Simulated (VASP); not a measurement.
A run of VASP 6.6.1:

The input POSCAR:

```
Se
1.0
    4.0663877714      0.0000000000      0.0000000000
   -2.0331938857      3.5215951117      0.0000000000
    0.0000000000      0.0000000000      5.1281022030
Se
3
Direct
    0.2474441096      0.0000000000      0.1666666667
    0.0000000000      0.2474441096      0.8333333333
    0.7525558904      0.7525558904      0.5000000000
```

The input INCAR.step1:

```
  PREC = Accurate
  ENCUT = 520
  EDIFF = 1E-7
  ISMEAR = 0
  SIGMA = 0.02
  LREAL = F
  LASPH = T
  NELM = 100
  ALGO = Normal
  ISIF = 2
  LWAVE = F
  LCHARG = T
  NBANDS = 16
```

File KPOINTS.step1:

```
Automatic mesh
0
Gamma
  12 12 8
```

File INCAR.step2:

```
  PREC = Accurate
  ENCUT = 520
  EDIFF = 1E-7
  ISMEAR = -5
  SIGMA = 0.02
  LREAL = F
  LASPH = T
  NELM = 100
  ALGO = Normal
  ISIF = 2
  LWAVE = F
  LCHARG = F
  LORBIT = 11
  NBANDS = 16
  NEDOS = 2001
  ICHARG = 11
```

Contents of KPOINTS.step2:

```
Automatic mesh
0
Gamma
  18 18 12
```

Potentials or basis: VASP PAW LDA potentials, release 64 (Se).

Run with:

```console
$ cat potpaw_LDA.64/Se/POTCAR > POTCAR
$ cp INCAR.step1 INCAR
$ cp KPOINTS.step1 KPOINTS
$ mpirun -np 1 vasp_std > vasp.out
$ cp INCAR.step2 INCAR
$ cp KPOINTS.step2 KPOINTS
$ mpirun -np 1 vasp_std > vasp.out
```

Hardware: 1 thread of AMD EPYC 7R13 (shared host).

Task: Estimate the wall time of this run.

Result: Wall time 9.7 min on 1 thread of AMD EPYC 7R13, on a shared host, peak memory 0.4 GiB. Counts: k points 394.
